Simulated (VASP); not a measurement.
Si2W (sol), 9 atoms in the cell. Symmetry: P6_222, No. 180, hexagonal system. The conventional cell has a = 4.576 Å, b = 4.576 Å, c = 6.604 Å, α = 90.00°, β = 90.00°, γ = 120.00°. Si (site symmetry 2) has 9 Si at 2.56 to 3.20 Å and 5 W at 2.57 to 2.66 Å within 3.4 Å. Within 3.4 Å of W (site symmetry 222) lie 10 Si at 2.57 to 2.66 Å and 4 W at 3.18 Å. 

```yaml
Program: VASP 6.6.1
Task: single point
Functional: PBEsol
Potentials_or_basis: VASP PAW PBE potentials, release 64 (Si, W_sv)
Cutoff: 520 eV
k_mesh: 9 × 9 × 6
Occupations: gaussian, width 0.01 eV
Spin: no spin polarisation
Dipole_correction: no
Further_INCAR_settings: ALGO = Normal; EDIFF = 1e-06; NBANDS = 43
```

Potentials or basis: VASP PAW PBE potentials, release 64 (Si, W_sv).

Run with:

```console
$ cat potpaw_PBE.64/Si/POTCAR potpaw_PBE.64/W_sv/POTCAR > POTCAR
$ mpirun -np 1 vasp_std > vasp.out
```

Hardware: 1 thread of Intel(R) Xeon(R) 6975P-C (Granite Rapids) (shared host).

**Question.** Estimate the wall time of this run.

**Answer.** Run time: 100 s on 1 thread of Intel(R) Xeon(R) 6975P-C (Granite Rapids) (shared host), peak memory 0.35 GiB. Counts: scf iterations 13, k points 48.
